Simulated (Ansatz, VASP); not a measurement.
AlP in VASP and in Ansatz

```
CELL_PARAMETERS angstrom
0.00000 2.43490 2.43490
2.43490 0.00000 2.43490
2.43490 2.43490 0.00000
ATOMIC_POSITIONS crystal
Al 0.00000 0.00000 0.00000
P 0.25000 0.25000 0.25000
```

Change from the starting cell: volume scaled by 0.72, PAW files.

Alike in both runs: task single point; functional LDA; k mesh 12 × 12 × 12; occupations fermi-dirac, width 0.05 eV; no spin polarisation.

|  | VASP | Ansatz |
| --- | --- | --- |
| version | VASP 6.6.1 | Ansatz 0.2.0 |
| potentials or method | VASP PAW LDA potentials, release 64 (Al, P) | PAW with Ansatz's default frozen-core files, scalar-relativistic |
| plane-wave cutoff (eV) | 500 | 420 |
| valence electrons in the cell | 8 | 8 |

```csv
,VASP,Ansatz,Ansatz less VASP
pressure (GPa),57.3,56.9,-0.34
```

LDA's correlation is that of Perdew and Zunger in VASP and of Perdew and Wang (1992) in Ansatz. Both programs put the cell under a high pressure, so it lies far from rest at this level.
